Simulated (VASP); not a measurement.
Write the native input for VASP 6.6.1 that does the following.

- Task: single point
- Functional: PBE
- Potentials or basis: VASP PAW PBE potentials, release 64 (Mn_pv, Sb)
- Cutoff: 500 eV
- k mesh: 4 × 4 × 4
- Occupations: methfessel-paxton, width 0.09 eV
- Spin: collinear spin, ferrimagnetic start
- Starting moments: [4.18, -0.12] μB
- Dipole correction: no
- Further INCAR settings: ALGO = Normal; EDIFF = 1e-06; NBANDS = 20

The structure of MnSb lies in POSCAR:

```
MnSb
1.0
    0.0000000000      2.7950160000      2.7950160000
    2.7950160000      0.0000000000      2.7950160000
    2.7950160000      2.7950160000      0.0000000000
Mn Sb
1 1
Direct
    0.0000000000      0.0000000000      0.0000000000
    0.5000000000      0.5000000000      0.5000000000
```

These files were run (other wordings do the same):

INCAR

```
  ALGO = Normal
  EDIFF = 1E-6
  ENCUT = 500
  GGA = PE
  GGA_COMPAT = F
  ISIF = 2
  ISMEAR = 1
  ISPIN = 2
  LASPH = T
  LCHARG = F
  LMAXMIX = 4
  LORBIT = 11
  LREAL = F
  LWAVE = F
  MAGMOM = 4.18 -0.12
  NBANDS = 20
  NELM = 200
  PREC = Accurate
  SIGMA = 0.09
```

KPOINTS

```
k-points
0
Gamma
  4 4 4
```

Potentials or basis: VASP PAW PBE potentials, release 64 (Mn_pv, Sb).

The run is started by

```sh
$ cat potpaw_PBE.64/Mn_pv/POTCAR potpaw_PBE.64/Sb/POTCAR > POTCAR
$ mpirun -np 1 vasp_std > vasp.out
```

It gave:

```json
{
  "Pressure": "-0.4 GPa",
  "Net moment": "3.81 μB per cell",
  "Site moments": "Mn +3.76; Sb -0.11 μB",
  "Valence electrons inside the program's atomic spheres": "Mn 11.46; Sb 2.48"
}
```

Caveat: the k points lie up to 0.49 Å⁻¹ apart; a cell with one magnetic atom can't hold antiferromagnetic order, which such compounds often take.

Run time: 32 s on 1 thread of Intel(R) Xeon(R) Platinum 8259CL CPU @ 2.50GHz (Skylake/Cascade Lake) (shared host), peak memory 0.18 GiB.
